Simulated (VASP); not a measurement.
# MgO (Fm-3m) in VASP: a series of runs

The runs below take MgO through relaxation of cell and atoms, single point, with PBE, LDA.

Program: VASP 6.6.1. These are calculated values, not measurements. Logs are shortened: lines on timing, memory, paths and dates and some standing lists are left out, and cuts for length are marked.

## (1) The cell of the first run

It takes space group Fm-3m (No. 225, cubic). Conventional cell: a = 4.194 Å, b = 4.194 Å, c = 4.194 Å, α = 90.00°, β = 90.00°, γ = 90.00°. Within 2.8 Å of Mg (site symmetry m-3m) lie 6 O at 2.10 Å. O (site symmetry m-3m) has 6 Mg at 2.10 Å within 2.8 Å.

## (2) Relaxation of cell and atoms, PBE

File INCAR:

```
SYSTEM = MgO
PREC = Accurate ; ENCUT = 600
EDIFF = 1E-6 ; ISMEAR = -1
SIGMA = 0.05 ; LREAL = .FALSE.
LASPH = .TRUE. ; NELM = 60
ALGO = Normal ; ISIF = 3
LWAVE = .FALSE. ; LCHARG = .FALSE.
GGA = PE ; IBRION = 2
NSW = 60 ; EDIFFG = -0.01
```

File KPOINTS:

```
regular mesh
0
G
  11 11 11
  0 0 0
```

File POSCAR:

```
MgO
1.0
    0.0000000000      2.0970013927      2.0970013927
    2.0970013927      0.0000000000      2.0970013927
    2.0970013927      2.0970013927      0.0000000000
Mg O
1 1
Direct
    0.0000000000      0.0000000000      0.0000000000
    0.5000000000      0.5000000000      0.5000000000
```

Potentials or basis: VASP PAW PBE potentials, release 64 (Mg, O).

Launch:

```sh
cat potpaw_PBE.64/Mg/POTCAR potpaw_PBE.64/O/POTCAR > POTCAR
mpirun -np 1 vasp_std > vasp.out
```

OUTCAR:

```text
SYSTEM = MgO
   PREC = Accurate
   ENCUT = 600
   EDIFF = 1E-6
   ISMEAR = -1
   LREAL = .FALSE.
   LASPH = .TRUE.
   NELM = 60
   ISIF = 3
   GGA = PE
   IBRION = 2
   NSW = 60
   EDIFFG = -0.01

 ion  position               nearest neighbor table
   1  0.000  0.000  0.000-   2 2.10   2 2.10   2 2.10   2 2.10   2 2.10   2 2.10
   2  0.500  0.500  0.500-   1 2.10   1 2.10   1 2.10   1 2.10   1 2.10   1 2.10

  LATTYP: Found a face centered cubic cell.
 ALAT       =     4.1940027854

  Lattice vectors:

 A1 = (   0.0000000000,   2.0970013927,   2.0970013927)
 A2 = (   2.0970013927,   0.0000000000,   2.0970013927)
 A3 = (   2.0970013927,   2.0970013927,   0.0000000000)

Analysis of symmetry for initial positions (statically):
=====================================================================
 Subroutine PRICEL returns:
 Original cell was already a primitive cell.

 Routine SETGRP: Setting up the symmetry group for a
 face centered cubic supercell.

 Subroutine GETGRP returns: Found 48 space group operations
 (whereof 48 operations were pure point group operations)
 out of a pool of 48 trial point group operations.

The static configuration has the point symmetry O_h .

Analysis of symmetry for dynamics (positions and initial velocities):
=====================================================================
 Subroutine PRICEL returns:
 Original cell was already a primitive cell.

 Routine SETGRP: Setting up the symmetry group for a
 face centered cubic supercell.

 Subroutine GETGRP returns: Found 48 space group operations
 (whereof 48 operations were pure point group operations)
 out of a pool of 48 trial point group operations.

The dynamic configuration has the point symmetry O_h .

 Subroutine INISYM returns: Found 48 space group operations
 (whereof 48 operations are pure point group operations),
 and found     1 'primitive' translations

----------------------------------------------------------------------------------------

                                     Primitive cell

  volume of cell :      18.4428

  direct lattice vectors                    reciprocal lattice vectors
     0.000000000  2.097001393  2.097001393    -0.238435702  0.238435702  0.238435702
     2.097001393  0.000000000  2.097001393     0.238435702 -0.238435702  0.238435702
     2.097001393  2.097001393  0.000000000     0.238435702  0.238435702 -0.238435702

  length of vectors
     2.965607810  2.965607810  2.965607810     0.412982751  0.412982751  0.412982751

  position of ions in fractional coordinates (direct lattice)
     0.000000000  0.000000000  0.000000000
     0.500000000  0.500000000  0.500000000

  ion indices of the primitive-cell ions
   primitive index   ion index
                 1           1
                 2           2

----------------------------------------------------------------------------------------

 KPOINTS: regular mesh

Automatic generation of k-mesh.
 Grid dimensions read from file:
 generate k-points for:   11   11   11

 Generating k-lattice:

  Cartesian coordinates                     Fractional coordinates (reciprocal lattice)
    -0.021675973  0.021675973  0.021675973     0.090909091  0.000000000  0.000000000
     0.021675973 -0.021675973  0.021675973     0.000000000  0.090909091  0.000000000
     0.021675973  0.021675973 -0.021675973     0.000000000  0.000000000  0.090909091

  Length of vectors
     0.037543886  0.037543886  0.037543886

  Shift w.r.t. Gamma in fractional coordinates (k-lattice)
     0.000000000  0.000000000  0.000000000

 Subroutine IBZKPT returns following result:
 ===========================================

 Found     56 irreducible k-points:

 Following reciprocal coordinates:
            Coordinates               Weight
  0.000000  0.000000  0.000000      1.000000
  0.090909  0.000000  0.000000      8.000000
  0.181818  0.000000  0.000000      8.000000
  0.272727  0.000000  0.000000      8.000000
  0.363636  0.000000  0.000000      8.000000
  0.454545  0.000000  0.000000      8.000000
[... 16 lines left out ...]
 -0.272727  0.181818  0.000000     24.000000
 -0.181818  0.181818  0.000000     12.000000
 [... further k-points ...]
   k-points           NKPTS =     56   k-points in BZ     NKDIM =     56   number of bands    NBANDS=      8
   number of dos      NEDOS =    301   number of ions     NIONS =      2
   total plane-waves  NPLWV =  13824
   dimension x,y,z NGX =    24 NGY =   24 NGZ =   24
   dimension x,y,z NGXF=    48 NGYF=   48 NGZF=   48
   ions per type =               1   1
   NGX,Y,Z   is equivalent  to a cutoff of  13.45, 13.45, 13.45 a.u.
   NGXF,Y,Z  is equivalent  to a cutoff of  26.91, 26.91, 26.91 a.u.
 SYSTEM =  MgO
   PREC   = accura    normal or accurate (medium, high low for compatibility)
   ISTART =      0    job   : 0-new  1-cont  2-samecut
   ICHARG =      2    charge: 1-file 2-atom 10-const
   ISPIN  =      1    spin polarized calculation?
   LNONCOLLINEAR =      F non collinear calculations
   LSORBIT =      F    spin-orbit coupling
   LASPH  =      T    aspherical Exc in radial PAW
   ENCUT  =  600.0 eV  44.10 Ry    6.64 a.u.   5.92  5.92  5.92*2*pi/ulx,y,z
   NELM   =     60;   NELMIN=  2; NELMDL= -5     # of ELM steps
   EDIFF  = 0.1E-05   stopping-criterion for ELM
   LREAL  =      F    real-space projection
   EDIFFG = -.1E-01   stopping-criterion for IOM
   NSW    =     60    number of steps for IOM
   IBRION =      2    ionic relax: 0-MD 1-quasi-New 2-CG
   NFREE  =      1    steps in history (QN), initial steepest desc. (CG)
   ISIF   =      3    stress and relaxation
   ISYM   =      2    0-nonsym 1-usesym 2-fastsym
   POTIM  = 0.5000    time-step for ionic-motion
   TEBEG  =    0.0;   TEEND  =   0.0 temperature during run
   PSTRESS=    0.0 pullay stress
   NELECT =       8.0000    total number of electrons
   NUPDOWN=      -1.0000    fix difference up-down
   EMIN   =  10.00;   EMAX   =-10.00  energy-range for DOS
   EFERMI =   0.00;   METHOD = LEGACY
   ISMEAR =    -1;   SIGMA  =   0.05  broadening in eV -4-tet -1-fermi 0-gaus
   EFERMI_NEDOS =   21; number of points for ismear=-14 and -15
   IALGO  =     38    algorithm
   IMIX   =      4    mixing-type and parameters
     AMIX     =   0.40;   BMIX     =  1.00
     AMIX_MAG =   1.60;   BMIX_MAG =  1.00
  volume/ion in A,a.u.               =       9.22        62.23
  Fermi-wavevector in a.u.,A,eV,Ry     =   1.239261  2.341864 20.895389  1.535768
  Thomas-Fermi vector in A             =   2.373752
   LORBIT       =      0    0 simple, 1 ext, 2 COOP (PROOUT), +10 PAW based schemes
   GGA     = PE    functional components
   LHFCALC =     F    Hartree Fock is set to
   AEXX    =    0.0000 exact exchange contribution
   IVDW    =     0    specifies the selected vdW correction
   LEPSILON=     F    determine dielectric tensor
   LRPA    =     F    only Hartree local field effects (RPA)
 conjugate gradient relaxation of ions
 non-spin polarized calculation
  energy-cutoff  :      600.00
  volume of cell :       18.44
 maximum number of plane-waves:       626
   NGX = 11   NGY = 11   NGZ = 11

--------------------------------------- Ionic step        1  -------------------------------------------

 number of electron       8.0000004 magnetization

 Free energy of the ion-electron system (eV)
  ---------------------------------------------------
  ext. energy  EPLUGINS =         0.00000000
  ---------------------------------------------------
  free energy    TOTEN  =       -11.90114386 eV

  energy without entropy =      -11.90114386  energy(sigma->0) =      -11.90114386

------------------------ aborting loop because EDIFF is reached ----------------------------------------

  FORCE on cell =-STRESS in cart. coord.  units (eV):
  Direction    XX          YY          ZZ          XY          YZ          ZX
  --------------------------------------------------------------------------------------
  -------------------------------------------------------------------------------------
  Total        0.6791419      0.6791419      0.6791419      0.0000000     -0.0000000      0.0000000
  in kB       58.9990451     58.9990451     58.9990451      0.0000000     -0.0000000      0.0000000
  external PRESSURE =      58.9990451 kB  Pullay stress =       0.0000000 kB
[... 57 lines left out ...]
  energy  without entropy=      -11.9119861598  energy(sigma->0) =      -11.91198616

--------------------------------------- Ionic step        3  -------------------------------------------

 number of electron       8.0000004 magnetization

 Free energy of the ion-electron system (eV)
  ---------------------------------------------------
  ext. energy  EPLUGINS =         0.00000000
  ---------------------------------------------------
  free energy    TOTEN  =       -11.91337039 eV

  energy without entropy =      -11.91337039  energy(sigma->0) =      -11.91337039

 E-fermi :   3.9810     XC(G=0): -10.9678

 val. band max:        3.0112586624   @ k =   0.0000   0.0000   0.0000
 cond. band min:       7.5139388455   @ k =   0.0000   0.0000   0.0000
 fundamental gap:      4.5026801831
 Fermi energy:         3.9810455330

 k-point     1 :       0.0000    0.0000    0.0000
  band No.  band energies     occupation
      1     -14.1330      2.00000
      2       3.0113      2.00000
      3       3.0113      2.00000
      4       3.0113      2.00000
      5       7.5139      0.00000
      6      18.6801      0.00000
      7      18.6801      0.00000
      8      18.6801      0.00000
[... 243 lines left out ...]
 k-point    24 :      -0.1818    0.1818    0.0000
  band No.  band energies     occupation
      1     -13.3840      2.00000
      2       0.2033      2.00000
      3       1.9307      2.00000
      4       2.6557      2.00000
      5      10.8199      0.00000
      6      14.9381      0.00000
      7      18.2279      0.00000
      8      20.7141      0.00000

 [... further k-points ...]

------------------------ aborting loop because EDIFF is reached ----------------------------------------

  FORCE on cell =-STRESS in cart. coord.  units (eV):
  Direction    XX          YY          ZZ          XY          YZ          ZX
  --------------------------------------------------------------------------------------
  -------------------------------------------------------------------------------------
  Total       -0.0002118     -0.0002118     -0.0002118     -0.0000000      0.0000000     -0.0000000
  in kB       -0.0177452     -0.0177452     -0.0177452     -0.0000000      0.0000000     -0.0000000
  external PRESSURE =      -0.0177452 kB  Pullay stress =       0.0000000 kB
[... 17 lines left out ...]
  FREE ENERGIE OF THE ION-ELECTRON SYSTEM (eV)
  ---------------------------------------------------
  free  energy   TOTEN  =       -11.9133703868 eV

  energy  without entropy=      -11.9133703868  energy(sigma->0) =      -11.91337039

 reached required accuracy - stopping structural energy minimisation
```

It took 7.2 s on 1 thread of Intel Xeon 6975P-C (Granite Rapids), shared host; peak memory 0.14 GiB.

Results:

```
Free energy                            : -11.9134 eV
Relaxed volume                         : 9.56 Å³/atom
Relaxed cell                           : a = 3.002 Å, b = 3.002 Å, c = 3.002 Å, α = 60.00°, β = 60.00°, γ = 60.00°
Space group after relaxing (to 0.05 Å) : Fm-3m (No. 225)
Energy gained by relaxing              : 6.1 meV/atom
Ionic steps                            : 3
Pressure after relaxing                : 0.0 GPa
Band gap on the k mesh                 : 4.50 eV, direct
```

Step by step:
| step | energy change (eV) | largest force (eV/Å) | pressure (GPa) | volume (Å³) |
| --- | --- | --- | --- | --- |
| 1 | 0.0000 | 0.0000 | 5.90 | 18.44 |
| 2 | -0.0108 | 0.0000 | -1.82 | 19.36 |
| 3 | -0.0122 | 0.0000 | 0.00 | 19.13 |

Final structure:
```
Mg O
1.0
     0.00000    2.12256    2.12256
     2.12256    0.00000    2.12256
     2.12256    2.12256    0.00000
Mg O
1 1
Direct
  0.00000 0.00000 0.00000
  0.50000 0.50000 0.50000
```

As with any semilocal functional, this PBE gap is likely too small.

## (3) Relaxation of cell and atoms, LDA

File INCAR:

```
SYSTEM = MgO
  PREC = Accurate
  ENCUT = 600
  EDIFF = 1E-6
  ISMEAR = -1
  SIGMA = 0.05
  LREAL = .FALSE.
  LASPH = .TRUE.
  NELM = 100
  ALGO = Normal
  ISIF = 3
  LWAVE = .FALSE.
  LCHARG = .FALSE.
  GGA = CA
  IBRION = 2
  NSW = 60
  EDIFFG = -0.01
```

File KPOINTS:

```
Automatic mesh
0
G
  11 11 11
  0 0 0
```

POSCAR is that of step 2.

Potentials or basis: VASP PAW LDA potentials, release 64 (Mg, O).

Launch:

```sh
cat potpaw_LDA.64/Mg/POTCAR potpaw_LDA.64/O/POTCAR > POTCAR
mpirun -np 1 vasp_std > vasp.out
```

OUTCAR:

```text
SYSTEM = MgO
   PREC = Accurate
   ENCUT = 600
   EDIFF = 1E-6
   ISMEAR = -1
   LREAL = .FALSE.
   LASPH = .TRUE.
   NELM = 100
   ISIF = 3
   GGA = CA
   IBRION = 2
   NSW = 60
   EDIFFG = -0.01

 ion  position               nearest neighbor table
   1  0.000  0.000  0.000-   2 2.10   2 2.10   2 2.10   2 2.10   2 2.10   2 2.10
   2  0.500  0.500  0.500-   1 2.10   1 2.10   1 2.10   1 2.10   1 2.10   1 2.10

  LATTYP: Found a face centered cubic cell.
 ALAT       =     4.1940027854

  Lattice vectors:

 A1 = (   0.0000000000,   2.0970013927,   2.0970013927)
 A2 = (   2.0970013927,   0.0000000000,   2.0970013927)
 A3 = (   2.0970013927,   2.0970013927,   0.0000000000)

Analysis of symmetry for initial positions (statically):
=====================================================================
 Subroutine PRICEL returns:
 Original cell was already a primitive cell.

 Routine SETGRP: Setting up the symmetry group for a
 face centered cubic supercell.

 Subroutine GETGRP returns: Found 48 space group operations
 (whereof 48 operations were pure point group operations)
 out of a pool of 48 trial point group operations.

The static configuration has the point symmetry O_h .

[... 169 lines left out ...]
  in kB      -60.0526090    -60.0526090    -60.0526090     -0.0000000      0.0000000     -0.0000000
  external PRESSURE =     -60.0526090 kB  Pullay stress =       0.0000000 kB
[... 59 lines left out ...]
--------------------------------------- Ionic step        3  -------------------------------------------

 number of electron       7.9999999 magnetization

 Free energy of the ion-electron system (eV)
  ---------------------------------------------------
  ext. energy  EPLUGINS =         0.00000000
  ---------------------------------------------------
  free energy    TOTEN  =       -13.45066622 eV

  energy without entropy =      -13.45066622  energy(sigma->0) =      -13.45066622

 E-fermi :   4.2888     XC(G=0): -11.8316

 val. band max:        3.2621944767   @ k =   0.0000   0.0000   0.0000
 cond. band min:       8.4163001357   @ k =   0.0000   0.0000   0.0000
 fundamental gap:      5.1541056589
 Fermi energy:         4.2887536054

 k-point     1 :       0.0000    0.0000    0.0000
  band No.  band energies     occupation
      1     -14.0048      2.00000
      2       3.2622      2.00000
      3       3.2622      2.00000
      4       3.2622      2.00000
      5       8.4163      0.00000
      6      19.0577      0.00000
      7      19.0577      0.00000
      8      19.0577      0.00000
[... 243 lines left out ...]
 k-point    24 :      -0.1818    0.1818    0.0000
  band No.  band energies     occupation
      1     -13.1111      2.00000
      2       0.2622      2.00000
      3       2.0552      2.00000
      4       2.8437      2.00000
      5      11.6719      0.00000
      6      15.3438      0.00000
      7      18.9812      0.00000
      8      21.3444      0.00000

 [... further k-points ...]

------------------------ aborting loop because EDIFF is reached ----------------------------------------

  FORCE on cell =-STRESS in cart. coord.  units (eV):
  Direction    XX          YY          ZZ          XY          YZ          ZX
  --------------------------------------------------------------------------------------
  -------------------------------------------------------------------------------------
  Total        0.0017136      0.0017136      0.0017136      0.0000000     -0.0000000      0.0000000
  in kB        0.1543868      0.1543868      0.1543868      0.0000000     -0.0000000      0.0000000
  external PRESSURE =       0.1543868 kB  Pullay stress =       0.0000000 kB
[... 17 lines left out ...]
  FREE ENERGIE OF THE ION-ELECTRON SYSTEM (eV)
  ---------------------------------------------------
  free  energy   TOTEN  =       -13.4506662153 eV

  energy  without entropy=      -13.4506662152  energy(sigma->0) =      -13.45066622

 reached required accuracy - stopping structural energy minimisation
```

Run time: 6 s. Hardware: 1 thread of Intel Xeon 6975P-C (Granite Rapids), shared host; peak memory 0.14 GiB.

What came out:

| Quantity | Value |
| --- | --- |
| Free energy | -13.4507 eV |
| Relaxed volume | 8.89 Å³/atom |
| Relaxed cell | a = 2.930 Å, b = 2.930 Å, c = 2.930 Å, α = 60.00°, β = 60.00°, γ = 60.00° |
| Space group after relaxing (to 0.05 Å) | Fm-3m (No. 225) |
| Energy gained by relaxing | 6.4 meV/atom |
| Ionic steps | 3 |
| Pressure after relaxing | 0.0 GPa |
| Band gap on the k mesh | 5.15 eV, direct |

The path:
```tsv
step	energy change (eV)	largest force (eV/Å)	pressure (GPa)	volume (Å³)
1	0.0000	0.0000	-6.01	18.44
2	-0.0108	0.0000	2.60	17.54
3	-0.0128	0.0000	0.02	17.78
```

Final structure:
```
CELL_PARAMETERS angstrom
0.00000 2.07171 2.07171
2.07171 0.00000 2.07171
2.07171 2.07171 0.00000
ATOMIC_POSITIONS crystal
Mg 0.00000 0.00000 0.00000
O 0.50000 0.50000 0.50000
```

(Continued in part 2 of 2.)
